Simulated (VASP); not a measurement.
# GaN (P6_3mc) in VASP: further runs, part 2 of 3

VASP 6.6.1. Earlier steps stand in the parts before.

## Step 3: Single point, r2SCAN (film at in-plane strain +0.02)

Contents of POSCAR:

```
GaN
1.0
    3.2467646094      0.0000000000      0.0000000000
   -1.6233823047      2.8117806318      0.0000000000
    0.0000000000      0.0000000000      5.1346873885
Ga N
2 2
Direct
    0.3333333333      0.6666666667     -0.0031889342
    0.6666666667      0.3333333333      0.4968110658
    0.3333333333      0.6666666667      0.3781889342
    0.6666666667      0.3333333333      0.8781889342
```

Contents of INCAR.step1:

```
SYSTEM = GaN
PREC     = Accurate       ! precision mode
ENCUT    = 520            ! plane-wave cutoff, eV
ISMEAR   = 0              ! smearing method
SIGMA    = 0.01           ! smearing width, eV
LREAL    = .FALSE.        ! projectors in reciprocal space
LASPH    = .TRUE.         ! aspherical terms in the spheres
NELM     = 100            ! most SCF steps
NBANDS   = 26             ! bands
GGA      = PE             ! functional
ALGO     = Normal         ! electronic algorithm
EDIFF    = 1E-4           ! SCF threshold, eV
LWAVE    = .TRUE.         ! write WAVECAR
LCHARG   = .FALSE.        ! write CHGCAR
```

Contents of INCAR.step2:

```
SYSTEM = GaN
PREC     = Accurate       ! precision mode
ENCUT    = 520            ! plane-wave cutoff, eV
EDIFF    = 1E-7           ! SCF threshold, eV
ISMEAR   = 0              ! smearing method
SIGMA    = 0.01           ! smearing width, eV
LREAL    = .FALSE.        ! projectors in reciprocal space
LASPH    = .TRUE.         ! aspherical terms in the spheres
NELM     = 100            ! most SCF steps
ALGO     = Normal         ! electronic algorithm
ISIF     = 2              ! what is computed and relaxed
LWAVE    = .FALSE.        ! write WAVECAR
LCHARG   = .FALSE.        ! write CHGCAR
METAGGA  = R2SCAN         ! meta-GGA
LMIXTAU  = .TRUE.       
NBANDS   = 26             ! bands
ISTART   = 1
```

Contents of KPOINTS:

```
regular mesh
0
G
  8 8 4
  0 0 0
```

Potentials or basis: VASP PAW PBE potentials, release 64 (Ga_d, N).

Launch:

```sh
cat potpaw_PBE.64/Ga_d/POTCAR potpaw_PBE.64/N/POTCAR > POTCAR
cp INCAR.step1 INCAR
mpirun -np 1 vasp_std > vasp.out
cp INCAR.step2 INCAR
mpirun -np 1 vasp_std > vasp.out
```

OUTCAR:

```text
SYSTEM = GaN
   PREC = Accurate
   ENCUT = 520
   EDIFF = 1E-7
   ISMEAR = 0
   LREAL = .FALSE.
   LASPH = .TRUE.
   NELM = 100
   ISIF = 2
   METAGGA = R2SCAN
   ISTART = 1

 ion  position               nearest neighbor table
   1  0.333  0.667  0.997-   3 1.96   4 1.97   4 1.97   4 1.97
   2  0.667  0.333  0.497-   4 1.96   3 1.97   3 1.97   3 1.97
   3  0.333  0.667  0.378-   1 1.96   2 1.97   2 1.97   2 1.97
   4  0.667  0.333  0.878-   2 1.96   1 1.97   1 1.97   1 1.97

  LATTYP: Found a hexagonal cell.
 ALAT       =     3.2467646094
 C/A-ratio  =     1.5814781810

  Lattice vectors:

 A1 = (   3.2467646094,   0.0000000000,   0.0000000000)
 A2 = (  -1.6233823047,   2.8117806318,   0.0000000000)
 A3 = (   0.0000000000,   0.0000000000,   5.1346873885)

Analysis of symmetry for initial positions (statically):
=====================================================================
 Subroutine PRICEL returns:
 Original cell was already a primitive cell.

 Routine SETGRP: Setting up the symmetry group for a
 hexagonal supercell.

 Subroutine GETGRP returns: Found 12 space group operations
 (whereof  6 operations were pure point group operations)
 out of a pool of 24 trial point group operations.

The static configuration has the point symmetry C_3v.
 The point group associated with its full space group is C_6v.

Analysis of symmetry for dynamics (positions and initial velocities):
=====================================================================
 Subroutine PRICEL returns:
 Original cell was already a primitive cell.

 Routine SETGRP: Setting up the symmetry group for a
 hexagonal supercell.

 Subroutine GETGRP returns: Found 12 space group operations
 (whereof  6 operations were pure point group operations)
 out of a pool of 24 trial point group operations.

The dynamic configuration has the point symmetry C_3v.
 The point group associated with its full space group is C_6v.

 Subroutine INISYM returns: Found 12 space group operations
 (whereof  6 operations are pure point group operations),
[... 119 lines left out ...]
     AMIX     =   0.40;   BMIX     =  1.00
     AMIX_MAG =   1.60;   BMIX_MAG =  1.00
  volume/ion in A,a.u.               =      11.72        79.08
  Fermi-wavevector in a.u.,A,eV,Ry     =   1.499202  2.833082 30.580558  2.247608
  Thomas-Fermi vector in A             =   2.610863
   LORBIT       =      0    0 simple, 1 ext, 2 COOP (PROOUT), +10 PAW based schemes
   METAGGA = R2SCAN    functional components
   LHFCALC =     F    Hartree Fock is set to
   AEXX    =    0.0000 exact exchange contribution
   IVDW    =     0    specifies the selected vdW correction
   LEPSILON=     F    determine dielectric tensor
   LRPA    =     F    only Hartree local field effects (RPA)
 non-spin polarized calculation
 Gauss-broadening in eV      SIGMA  =   0.01
  energy-cutoff  :      520.00
  volume of cell :       46.88
 maximum number of plane-waves:      1276
   NGX = 13   NGY = 13   NGZ = 19

 number of electron      35.9999990 magnetization

 Free energy of the ion-electron system (eV)
  ---------------------------------------------------
  ext. energy  EPLUGINS =         0.00000000
  ---------------------------------------------------
  free energy    TOTEN  =       -43.78238000 eV

  energy without entropy =      -43.78238000  energy(sigma->0) =      -43.78238000

 E-fermi :   4.9060     XC(G=0): -12.4850

 val. band max:        4.8516581112   @ k =   0.0000   0.0000   0.0000
 cond. band min:       6.9449808943   @ k =   0.0000   0.0000   0.0000
 fundamental gap:      2.0933227831
 Fermi energy:         4.9060474775

 k-point     1 :       0.0000    0.0000    0.0000
  band No.  band energies     occupation
      1     -11.7753      2.00000
      2     -10.8454      2.00000
      3      -9.0251      2.00000
      4      -9.0149      2.00000
      5      -9.0149      2.00000
      6      -8.9491      2.00000
[... 685 lines left out ...]
     25      17.4339      0.00000
     26      17.4339      0.00000

 [... further k-points ...]

------------------------ aborting loop because EDIFF is reached ----------------------------------------

  FORCE on cell =-STRESS in cart. coord.  units (eV):
  Direction    XX          YY          ZZ          XY          YZ          ZX
  --------------------------------------------------------------------------------------
  -------------------------------------------------------------------------------------
  Total       -2.1607923     -2.1607923      0.2664425     -0.0000000      0.0000000      0.0000000
  in kB      -73.8545662    -73.8545662      9.1068441     -0.0000000      0.0000000      0.0000000
  external PRESSURE =     -46.2007628 kB  Pullay stress =       0.0000000 kB

 VOLUME and BASIS-vectors are now :
 -----------------------------------------------------------------------------
  energy-cutoff  :      520.00
  volume of cell :       46.88
      direct lattice vectors                 reciprocal lattice vectors
     3.246764609  0.000000000  0.000000000     0.307998922  0.177823261  0.000000000
    -1.623382305  2.811780632  0.000000000     0.000000000  0.355646521  0.000000000
     0.000000000  0.000000000  5.134687388     0.000000000  0.000000000  0.194753823

 POSITION                                       TOTAL-FORCE (eV/Angst)
 -----------------------------------------------------------------------------------
     -0.00000      1.87452      5.11831        -0.000000      0.000000     -0.015239
      1.62338      0.93726      2.55097         0.000000     -0.000000     -0.015239
     -0.00000      1.87452      1.94188         0.000000      0.000000      0.015239
      1.62338      0.93726      4.50923         0.000000     -0.000000      0.015239
 -----------------------------------------------------------------------------------
    total drift:                                0.000002      0.000004     -0.023836

  FREE ENERGIE OF THE ION-ELECTRON SYSTEM (eV)
  ---------------------------------------------------
  free  energy   TOTEN  =       -43.7823800048 eV

  energy  without entropy=      -43.7823800048  energy(sigma->0) =      -43.78238000
```

OUTCAR.step1:

```text
SYSTEM = GaN
   PREC = Accurate
   ENCUT = 520
   ISMEAR = 0
   LREAL = .FALSE.
   LASPH = .TRUE.
   NELM = 100
[... 926 lines left out ...]
      1.62338      0.93726      2.55097        -0.000000     -0.000000     -0.013081
     -0.00000      1.87452      1.94188        -0.000000      0.000000      0.013081
      1.62338      0.93726      4.50923         0.000000     -0.000000      0.013081
 -----------------------------------------------------------------------------------
    total drift:                               -0.000000     -0.000001     -0.002652

  FREE ENERGIE OF THE ION-ELECTRON SYSTEM (eV)
  ---------------------------------------------------
  free  energy   TOTEN  =       -24.3033187420 eV

  energy  without entropy=      -24.3033187420  energy(sigma->0) =      -24.30331874
```

OSZICAR.step1:

```text
N       E                     dE             d eps       ncg     rms          rms(c)
DAV:   1     0.286661159274E+03    0.28666E+03   -0.17716E+04  1662   0.258E+03
DAV:   2     0.887604216674E+01   -0.27779E+03   -0.26242E+03  1728   0.494E+02
DAV:   3    -0.269792439902E+02   -0.35855E+02   -0.35344E+02  1826   0.144E+02
DAV:   4    -0.282230445221E+02   -0.12438E+01   -0.12381E+01  1910   0.287E+01
DAV:   5    -0.282476048391E+02   -0.24560E-01   -0.24521E-01  1870   0.390E+00    0.108E+01
DAV:   6    -0.242310994226E+02    0.40165E+01   -0.99230E+00  2584   0.481E+01    0.308E+00
DAV:   7    -0.243216562033E+02   -0.90557E-01   -0.13505E+00  1662   0.900E+00    0.268E+00
DAV:   8    -0.243171545616E+02    0.45016E-02   -0.15308E-01  2574   0.482E+00    0.854E-01
DAV:   9    -0.243028006525E+02    0.14354E-01   -0.43585E-02  2504   0.349E+00    0.373E-01
DAV:  10    -0.243033207456E+02   -0.52009E-03   -0.54991E-03  1646   0.440E-01    0.888E-02
DAV:  11    -0.243033187420E+02    0.20036E-05   -0.15321E-04  1426   0.247E-01
   1 F= -.24303319E+02 E0= -.24303319E+02  d E =-.134884E-43
```

It took 2.9 min on 1 thread of Intel Xeon 8259CL, shared host; peak memory 0.18 GiB.

What came out:

```
Free energy            : -43.7824 eV
Pressure               : -4.6 GPa
Largest force          : 0.015 eV/Å
Band gap on the k mesh : 2.09 eV
```

Forces in eV/Å, atoms in the order of the input:
```
Ga   0.000  0.000 -0.015
Ga   0.000  0.000 -0.015
N    0.000  0.000  0.015
N    0.000  0.000  0.015
```

Levels at points of the mesh, in eV from the valence-band top:
```tsv
k point	band 15	band 16	band 17	band 18	band 19	band 20	band 21	band 22
(0.00, 0.00, 0.00)	-1.24	-0.12	-0.12	0.00	2.09	4.22	9.93	10.08
(0.50, 0.00, 0.00)	-4.20	-2.93	-2.18	-1.08	5.19	5.87	6.63	9.10
(0.00, 0.00, 0.50)	-0.69	-0.69	-0.69	-0.69	4.39	4.39	9.06	9.06
(0.50, 0.00, 0.50)	-2.08	-2.08	-1.82	-1.82	4.79	4.79	8.18	8.18
```

Caveat: the cell differs from its parent crystal (film at in-plane strain +0.02); the cell stands under tension; the PAW data sets were made with another functional, which shifts forces and pressure a little.

[end of part 2 of 3]
